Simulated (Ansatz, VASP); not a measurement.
**Mn in VASP and in Ansatz**

```
Mn
1.0
     2.51654    0.00000    0.00000
    -1.25827    2.17938    0.00000
     0.00000    0.00000    4.05260
Mn
2
Cartesian
  0.0000 1.4529 1.0132
  1.2583 0.7265 3.0395
```

Alike in both runs: task single point; functional BLYP; k mesh 16 × 16 × 9; occupations fermi-dirac, width 0.1 eV; no spin polarisation.

|  | VASP | Ansatz |
| --- | --- | --- |
| version | VASP 6.6.1 | Ansatz 0.2.0 |
| potentials or method | VASP PAW PBE potentials, release 64 (Mn_pv), cutoff 520 eV | plane waves (420 eV) with PAW, scalar-relativistic |
| valence electrons in the cell | 26 | 30 |

```tsv
	VASP	Ansatz	Ansatz less VASP
pressure (GPa)	0.1	0.0	-0.11
traceless stress, the component that is largest in VASP (GPa)	-0.08	0.04	+0.115
```

VASP's potentials were made for PBE, not for BLYP. VASP's potentials hold 26 valence electrons a cell and Ansatz's 30, so a difference there can come from the potentials and not from the codes.
